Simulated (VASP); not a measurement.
# NaF in VASP: notebook

Runs on NaF. Level: LDA. Tasks: single point.

Program: VASP 6.6.1. These are calculated values, not measurements. Logs are shortened: lines on timing, memory, paths and dates and some standing lists are left out, and cuts for length are marked.

**1. The cell of the first run**

The structure is tetragonal, space group I4/mmm (No. 139). The conventional cell has a = 3.318 Å, b = 3.318 Å, c = 4.647 Å, α = 90.00°, β = 90.00°, γ = 90.00°. Within 3.1 Å of Na (site symmetry 4/mmm) lie 6 F at 2.32 to 2.35 Å. Within 3.1 Å of F (site symmetry 4/mmm) lie 6 Na at 2.32 to 2.35 Å.

**2. Single point, LDA (equal xx and yy strain of +1 %)**

INCAR

```
SYSTEM = NaF
PREC = Accurate
ENCUT = 520
EDIFF = 1E-6
ISMEAR = -1
SIGMA = 0.02
LREAL = .False.
LASPH = .True.
NELM = 100
ALGO = Normal
ISIF = 2
LWAVE = .False.
LCHARG = .False.
GGA = CA
NBANDS = 14
```

KPOINTS

```
regular mesh
0
Gamma
  10 10 10
  0 0 0
```

POSCAR

```
NaF
1.0
    0.0000000000      2.3465330000      2.3233000000
    2.3465330000      0.0000000000      2.3233000000
    2.3465330000      2.3465330000      0.0000000000
Na F
1 1
Direct
    0.0000000000      0.0000000000      0.0000000000
    0.5000000000      0.5000000000      0.5000000000
```

Potentials or basis: VASP PAW LDA potentials, release 64 (Na_pv, F).

Run with:

```console
$ cat potpaw_LDA.64/Na_pv/POTCAR potpaw_LDA.64/F/POTCAR > POTCAR
$ mpirun -np 1 vasp_std > vasp.out
```

OUTCAR:

```text
SYSTEM = NaF
   PREC = Accurate
   ENCUT = 520
   EDIFF = 1E-6
   ISMEAR = -1
   LREAL = .False.
   LASPH = .True.
   NELM = 100
   ISIF = 2
   GGA = CA

 ion  position               nearest neighbor table
   1  0.000  0.000  0.000-   2 2.32   2 2.32   2 2.35   2 2.35   2 2.35   2 2.35
   2  0.500  0.500  0.500-   1 2.32   1 2.32   1 2.35   1 2.35   1 2.35   1 2.35

  LATTYP: Found a body centered tetragonal cell.
 ALAT       =     3.3184987932
 C/A-ratio  =     1.4002114479

  Lattice vectors:

 A1 = (   0.0000000000,  -2.3465330000,  -2.3233000000)
 A2 = (   0.0000000000,   2.3465330000,  -2.3233000000)
 A3 = (   2.3465330000,   0.0000000000,   2.3233000000)

Analysis of symmetry for initial positions (statically):
=====================================================================
 Subroutine PRICEL returns:
 Original cell was already a primitive cell.

 Routine SETGRP: Setting up the symmetry group for a
 body centered tetragonal supercell.

 Subroutine GETGRP returns: Found 16 space group operations
 (whereof 16 operations were pure point group operations)
 out of a pool of 16 trial point group operations.

The static configuration has the point symmetry D_4h.

Analysis of symmetry for dynamics (positions and initial velocities):
=====================================================================
 Subroutine PRICEL returns:
 Original cell was already a primitive cell.

 Routine SETGRP: Setting up the symmetry group for a
 body centered tetragonal supercell.

 Subroutine GETGRP returns: Found 16 space group operations
 (whereof 16 operations were pure point group operations)
 out of a pool of 16 trial point group operations.

The dynamic configuration has the point symmetry D_4h.

 Subroutine INISYM returns: Found 16 space group operations
 (whereof 16 operations are pure point group operations),
 and found     1 'primitive' translations

----------------------------------------------------------------------------------------

                                     Primitive cell

  volume of cell :      25.5852

  direct lattice vectors                    reciprocal lattice vectors
     0.000000000  2.346533000  2.323300000    -0.213080319  0.213080319  0.215211122
     2.346533000  0.000000000  2.323300000     0.213080319 -0.213080319  0.215211122
     2.346533000  2.346533000  0.000000000     0.213080319  0.213080319 -0.215211122

  length of vectors
     3.302111447  3.302111447  3.318498793     0.370300245  0.370300245  0.370300245

  position of ions in fractional coordinates (direct lattice)
     0.000000000  0.000000000  0.000000000
     0.500000000  0.500000000  0.500000000

  ion indices of the primitive-cell ions
   primitive index   ion index
                 1           1
                 2           2

----------------------------------------------------------------------------------------

 KPOINTS: regular mesh

Automatic generation of k-mesh.
 Grid dimensions read from file:
 generate k-points for:   10   10   10

 Generating k-lattice:

  Cartesian coordinates                     Fractional coordinates (reciprocal lattice)
    -0.021308032  0.021308032  0.021521112     0.100000000 -0.000000000  0.000000000
     0.021308032 -0.021308032  0.021521112    -0.000000000  0.100000000  0.000000000
     0.021308032  0.021308032 -0.021521112     0.000000000  0.000000000  0.100000000

  Length of vectors
     0.037030025  0.037030025  0.037030025

  Shift w.r.t. Gamma in fractional coordinates (k-lattice)
     0.000000000  0.000000000  0.000000000

 Subroutine IBZKPT returns following result:
 ===========================================

 Found    102 irreducible k-points:

 Following reciprocal coordinates:
            Coordinates               Weight
  0.000000  0.000000  0.000000      1.000000
  0.100000  0.000000  0.000000      8.000000
  0.200000  0.000000  0.000000      8.000000
  0.300000  0.000000  0.000000      8.000000
  0.400000  0.000000  0.000000      8.000000
  0.500000 -0.000000  0.000000      4.000000
[... 16 lines left out ...]
  0.300000  0.300000  0.000000      2.000000
  0.400000  0.300000  0.000000      8.000000
 [... further k-points ...]
   k-points           NKPTS =    102   k-points in BZ     NKDIM =    102   number of bands    NBANDS=     14
   number of dos      NEDOS =    301   number of ions     NIONS =      2
   total plane-waves  NPLWV =  21952
   dimension x,y,z NGX =    28 NGY =   28 NGZ =   28
   dimension x,y,z NGXF=    56 NGYF=   56 NGZF=   56
   ions per type =               1   1
   NGX,Y,Z   is equivalent  to a cutoff of  14.10, 14.10, 14.03 a.u.
   NGXF,Y,Z  is equivalent  to a cutoff of  28.19, 28.19, 28.05 a.u.
 SYSTEM =  NaF
   PREC   = accura    normal or accurate (medium, high low for compatibility)
   ISTART =      0    job   : 0-new  1-cont  2-samecut
   ICHARG =      2    charge: 1-file 2-atom 10-const
   ISPIN  =      1    spin polarized calculation?
   LNONCOLLINEAR =      F non collinear calculations
   LSORBIT =      F    spin-orbit coupling
   LASPH  =      T    aspherical Exc in radial PAW
   ENCUT  =  520.0 eV  38.22 Ry    6.18 a.u.   6.14  6.14  6.17*2*pi/ulx,y,z
   NELM   =    100;   NELMIN=  2; NELMDL= -5     # of ELM steps
   EDIFF  = 0.1E-05   stopping-criterion for ELM
   LREAL  =      F    real-space projection
   EDIFFG = 0.1E-04   stopping-criterion for IOM
   NSW    =      0    number of steps for IOM
   IBRION =     -1    ionic relax: 0-MD 1-quasi-New 2-CG
   NFREE  =      0    steps in history (QN), initial steepest desc. (CG)
   ISIF   =      2    stress and relaxation
   ISYM   =      2    0-nonsym 1-usesym 2-fastsym
   POTIM  = 0.5000    time-step for ionic-motion
   TEBEG  =    0.0;   TEEND  =   0.0 temperature during run
   PSTRESS=    0.0 pullay stress
   NELECT =      14.0000    total number of electrons
   NUPDOWN=      -1.0000    fix difference up-down
   EMIN   =  10.00;   EMAX   =-10.00  energy-range for DOS
   EFERMI =   0.00;   METHOD = LEGACY
   ISMEAR =    -1;   SIGMA  =   0.02  broadening in eV -4-tet -1-fermi 0-gaus
   EFERMI_NEDOS =   21; number of points for ismear=-14 and -15
   IALGO  =     38    algorithm
   IMIX   =      4    mixing-type and parameters
     AMIX     =   0.40;   BMIX     =  1.00
     AMIX_MAG =   1.60;   BMIX_MAG =  1.00
  volume/ion in A,a.u.               =      12.79        86.33
  Fermi-wavevector in a.u.,A,eV,Ry     =   1.339023  2.530386 24.395002  1.792982
  Thomas-Fermi vector in A             =   2.467447
   LORBIT       =      0    0 simple, 1 ext, 2 COOP (PROOUT), +10 PAW based schemes
   GGA     = CA    functional components
   LHFCALC =     F    Hartree Fock is set to
   AEXX    =    0.0000 exact exchange contribution
   IVDW    =     0    specifies the selected vdW correction
   LEPSILON=     F    determine dielectric tensor
   LRPA    =     F    only Hartree local field effects (RPA)
 non-spin polarized calculation
  energy-cutoff  :      520.00
  volume of cell :       25.59
 maximum number of plane-waves:       709
 NGX is ok and might be reduce to    28
   NGX = 13   NGY = 13   NGZ = 13

 number of electron      13.9999999 magnetization

 Free energy of the ion-electron system (eV)
  ---------------------------------------------------
  ext. energy  EPLUGINS =         0.00000000
  ---------------------------------------------------
  free energy    TOTEN  =        -9.28425431 eV

  energy without entropy =       -9.28425431  energy(sigma->0) =       -9.28425431

 E-fermi :  -2.0788     XC(G=0):  -9.8039

 val. band max:       -2.6297876848   @ k =   0.0000   0.0000   0.0000
 cond. band min:       3.1799886950   @ k =   0.0000   0.0000   0.0000
 fundamental gap:      5.8097763799
 Fermi energy:        -2.0787589565

 k-point     1 :       0.0000    0.0000    0.0000
  band No.  band energies     occupation
      1     -21.4739      2.00000
      2     -21.4739      2.00000
      3     -21.4712      2.00000
      4     -21.3440      2.00000
      5      -2.6315      2.00000
      6      -2.6298      2.00000
      7      -2.6298      2.00000
      8       3.1800      0.00000
      9      15.6879      0.00000
     10      15.6879      0.00000
     11      15.7591      0.00000
     12      18.4643      0.00000
     13      20.5198      0.00000
     14      20.8033      0.00000

 k-point     2 :       0.1000    0.0000    0.0000
  band No.  band energies     occupation
      1     -21.6616      2.00000
      2     -21.4752      2.00000
      3     -21.4732      2.00000
      4     -21.1414      2.00000
      5      -2.8321      2.00000
      6      -2.6550      2.00000
      7      -2.6548      2.00000
      8       3.5373      0.00000
      9      14.4317      0.00000
     10      15.8330      0.00000
     11      15.8864      0.00000
     12      19.8679      0.00000
     13      20.0970      0.00000
     14      20.3561      0.00000

 k-point     3 :       0.2000    0.0000    0.0000
  band No.  band energies     occupation
      1     -21.8683      2.00000
      2     -21.4785      2.00000
      3     -21.4759      2.00000
      4     -20.8988      2.00000
      5      -3.2914      2.00000
      6      -2.7195      2.00000
      7      -2.7176      2.00000
      8       4.4497      0.00000
      9      12.6838      0.00000
     10      16.1889      0.00000
     11      16.2654      0.00000
     12      19.4752      0.00000
     13      19.6956      0.00000
     14      20.9176      0.00000
[... 324 lines left out ...]
 k-point    23 :       0.3000    0.3000    0.0000
  band No.  band energies     occupation
      1     -21.8525      2.00000
      2     -21.5084      2.00000
      3     -21.5084      2.00000
      4     -20.8481      2.00000
      5      -3.7058      2.00000
      6      -2.9133      2.00000
      7      -2.9133      2.00000
      8       6.4202      0.00000
      9      11.1463      0.00000
     10      14.6259      0.00000
     11      16.0720      0.00000
     12      16.0720      0.00000
     13      22.2427      0.00000
     14      22.7831      0.00000

 k-point    24 :       0.4000    0.3000    0.0000
  band No.  band energies     occupation
      1     -21.8341      2.00000
      2     -21.5195      2.00000
      3     -21.5139      2.00000
      4     -20.8507      2.00000
      5      -3.8148      2.00000
      6      -3.0202      2.00000
      7      -2.9660      2.00000
      8       7.4089      0.00000
      9      10.5949      0.00000
     10      13.4925      0.00000
     11      16.1637      0.00000
     12      16.1716      0.00000
     13      21.9975      0.00000
     14      23.1513      0.00000

 [... further k-points ...]

------------------------ aborting loop because EDIFF is reached ----------------------------------------

  FORCE on cell =-STRESS in cart. coord.  units (eV):
  Direction    XX          YY          ZZ          XY          YZ          ZX
  --------------------------------------------------------------------------------------
  -------------------------------------------------------------------------------------
  Total       -0.9008007     -0.9008007     -0.8098048      0.0000000      0.0000000     -0.0000000
  in kB      -56.4092925    -56.4092925    -50.7110170      0.0000000      0.0000000     -0.0000000
  external PRESSURE =     -54.5098674 kB  Pullay stress =       0.0000000 kB

 VOLUME and BASIS-vectors are now :
 -----------------------------------------------------------------------------
  energy-cutoff  :      520.00
  volume of cell :       25.59
      direct lattice vectors                 reciprocal lattice vectors
     0.000000000  2.346533000  2.323300000    -0.213080319  0.213080319  0.215211122
     2.346533000  0.000000000  2.323300000     0.213080319 -0.213080319  0.215211122
     2.346533000  2.346533000  0.000000000     0.213080319  0.213080319 -0.215211122

 POSITION                                       TOTAL-FORCE (eV/Angst)
 -----------------------------------------------------------------------------------
      0.00000      0.00000      0.00000        -0.000000      0.000000      0.000000
      2.34653      2.34653      2.32330         0.000000     -0.000000      0.000000
 -----------------------------------------------------------------------------------
    total drift:                                0.000000      0.000000      0.000000

  FREE ENERGIE OF THE ION-ELECTRON SYSTEM (eV)
  ---------------------------------------------------
  free  energy   TOTEN  =        -9.2842543086 eV

  energy  without entropy=       -9.2842543086  energy(sigma->0) =       -9.28425431
```

Run time: 74 s. Hardware: 1 thread of AMD EPYC 7R13, shared host; peak memory 0.12 GiB.

Results:

* Free energy: -9.2843 eV
* Pressure: -5.5 GPa
* Band gap on the k mesh: 5.81 eV, direct

Caveat: the cell differs from its parent crystal (equal xx and yy strain of +1 %). A k mesh can miss the band edges.

**3. Single point, LDA (equal xy, yz and zx shear strains of -2 %)**

INCAR

```
PREC = Accurate ; ENCUT = 520
EDIFF = 1E-6 ; ISMEAR = -1
SIGMA = 0.02 ; LREAL = False
LASPH = True ; NELM = 60
ALGO = Normal ; ISIF = 2
LWAVE = False ; LCHARG = False
NBANDS = 14
```

KPOINTS

```
Automatic mesh
0
Gamma
  10 10 10
```

POSCAR

```
NaF
1.0
   -0.0464660000      2.3000670000      2.3000670000
    2.3000670000     -0.0464660000      2.3000670000
    2.3000670000      2.3000670000     -0.0464660000
Na F
1 1
Direct
    0.0000000000      0.0000000000      0.0000000000
    0.5000000000      0.5000000000      0.5000000000
```

Potentials or basis: VASP PAW LDA potentials, release 64 (Na_pv, F).

Run with:

```console
$ cat potpaw_LDA.64/Na_pv/POTCAR potpaw_LDA.64/F/POTCAR > POTCAR
$ mpirun -np 1 vasp_std > vasp.out
```

Wall time 53 s (1 thread of AMD EPYC 7R13, shared host); peak memory 0.12 GiB.

Results (log left out):

```
Free energy            : -9.2974 eV
Pressure               : -4.7 GPa
Band gap on the k mesh : 5.86 eV, direct
```

Stress tensor (GPa, compression positive):
```
-4.73  0.54  0.54
 0.54 -4.73  0.54
 0.54  0.54 -4.73
```

Levels at points of the mesh, in eV from the valence-band top:
```tsv
k point	band 4	band 5	band 6	band 7	band 8	band 9	band 10	band 11
(0.00, 0.00, 0.00)	-18.80	-0.08	-0.08	0.00	5.86	18.18	18.18	18.93
(0.50, 0.00, 0.00)	-17.89	-1.71	-0.33	-0.27	10.28	11.89	19.45	19.84
(0.50, 0.50, 0.00)	-18.53	-1.37	-0.51	-0.43	12.63	12.72	13.15	18.92
(0.50, 0.50, 0.50)	-17.91	-1.67	-0.37	-0.37	10.30	12.23	19.20	19.20
```

Caveat: the cell differs from its parent crystal (equal xy, yz and zx shear strains of -2 %).

**4. Single point, LDA (equal xy, yz and zx shear strains of -1 %)**

INCAR

```
SYSTEM = NaF
PREC = Accurate
ENCUT = 520
EDIFF = 1E-7
ISMEAR = -1
SIGMA = 0.02
LREAL = .False.
LASPH = .True.
NELM = 60
ALGO = Normal
ISIF = 2
LWAVE = .False.
LCHARG = .False.
GGA = CA
NBANDS = 14
```

KPOINTS

```
regular mesh
0
Gamma
  10 10 10
  0 0 0
```

POSCAR

```
NaF
1.0
   -0.0232330000      2.3116835000      2.3116835000
    2.3116835000     -0.0232330000      2.3116835000
    2.3116835000      2.3116835000     -0.0232330000
Na F
1 1
Direct
    0.0000000000      0.0000000000      0.0000000000
    0.5000000000      0.5000000000      0.5000000000
```

Run with:

```console
$ cat potpaw_LDA.64/Na_pv/POTCAR potpaw_LDA.64/F/POTCAR > POTCAR
$ mpirun -np 1 vasp_std > vasp.out
```

Wall time 58 s (1 thread of AMD EPYC 7R13, shared host); peak memory 0.12 GiB.

Results (log left out):

| Item | Value |
| --- | --- |
| Free energy | -9.2992 eV |
| Pressure | -4.7 GPa |
| Band gap on the k mesh | 5.89 eV, direct |

Stress tensor (GPa, compression positive):
```
-4.71  0.28  0.28
 0.28 -4.71  0.28
 0.28  0.28 -4.71
```

Levels at points of the mesh, in eV from the valence-band top:
```
           k point  band 5  band 6  band 7  band 8  band 9  band 10
(0.00, 0.00, 0.00)   -0.04   -0.04    0.00    5.89   18.33    18.33
(0.50, 0.00, 0.00)   -1.68   -0.29   -0.26   10.31   11.96    19.51
(0.50, 0.50, 0.00)   -1.34   -0.46   -0.42   12.66   12.78    13.15
(0.50, 0.50, 0.50)   -1.66   -0.31   -0.31   10.31   12.13    19.39
```

Caveat: the cell differs from its parent crystal (equal xy, yz and zx shear strains of -1 %). A k mesh can miss the band edges.

**5. Single point, LDA (equal xy, yz and zx shear strains of +1 %)**

INCAR

```
SYSTEM = NaF
PREC     = Accurate       ! precision mode
ENCUT    = 520            ! plane-wave cutoff, eV
EDIFF    = 1E-6           ! SCF threshold, eV
ISMEAR   = -1             ! smearing method
SIGMA    = 0.02           ! smearing width, eV
LREAL    = .False.        ! projectors in reciprocal space
LASPH    = .True.         ! aspherical terms in the spheres
NELM     = 60             ! most SCF steps
ALGO     = Normal         ! electronic algorithm
ISIF     = 2              ! what is computed and relaxed
LWAVE    = .False.        ! write WAVECAR
LCHARG   = .False.        ! write CHGCAR
NBANDS   = 14             ! bands
```

KPOINTS is that of step 4.

POSCAR

```
NaF
1.0
    0.0232330000      2.3349165000      2.3349165000
    2.3349165000      0.0232330000      2.3349165000
    2.3349165000      2.3349165000      0.0232330000
Na F
1 1
Direct
    0.0000000000      0.0000000000      0.0000000000
    0.5000000000      0.5000000000      0.5000000000
```

Run with:

```console
$ cat potpaw_LDA.64/Na_pv/POTCAR potpaw_LDA.64/F/POTCAR > POTCAR
$ mpirun -np 1 vasp_std > vasp.out
```

It took 74 s on 1 thread of AMD EPYC 7R13, shared host; peak memory 0.13 GiB.

Results (log left out):

| Item | Value |
| --- | --- |
| Free energy | -9.2992 eV |
| Pressure | -4.7 GPa |
| Band gap on the k mesh | 5.90 eV, direct |

Stress tensor (GPa, compression positive):
```
-4.74 -0.29 -0.29
-0.29 -4.74 -0.29
-0.29 -0.29 -4.74
```

Levels at points of the mesh, in eV from the valence-band top:
| k point | band 5 | band 6 | band 7 | band 8 | band 9 | band 10 |
| --- | --- | --- | --- | --- | --- | --- |
| (0.00, 0.00, 0.00) | -0.04 | 0.00 | 0.00 | 5.90 | 18.22 | 18.59 |
| (0.50, 0.00, 0.00) | -1.65 | -0.30 | -0.27 | 10.32 | 12.06 | 19.42 |
| (0.50, 0.50, 0.00) | -1.33 | -0.45 | -0.41 | 12.67 | 12.79 | 13.16 |
| (0.50, 0.50, 0.50) | -1.67 | -0.25 | -0.25 | 10.32 | 11.89 | 19.73 |

Caveat: the cell differs from its parent crystal (equal xy, yz and zx shear strains of +1 %).

**6. Summary**

```csv
cell,gap on the mesh (eV),pressure (GPa)
"a = 3.302, b = 3.302, c = 3.318 Å, angles 59.8, 59.8, 60.3°, 2 atoms",5.81,-5.5
"a = 3.253 Å, angles 61.3°, 2 atoms",5.86,-4.7
"a = 3.269 Å, angles 60.7°, 2 atoms",5.89,-4.7
"a = 3.302 Å, angles 59.3°, 2 atoms",5.90,-4.7
```

Alike in all rows: task single point; level LDA; potentials or basis VASP PAW LDA potentials, release 64 (Na_pv, F); no spin polarisation; k mesh 10 × 10 × 10; cutoff (eV) 520; smearing fermi-dirac 0.02 eV.

Absolute energies hang on the potentials; compare differences alone.
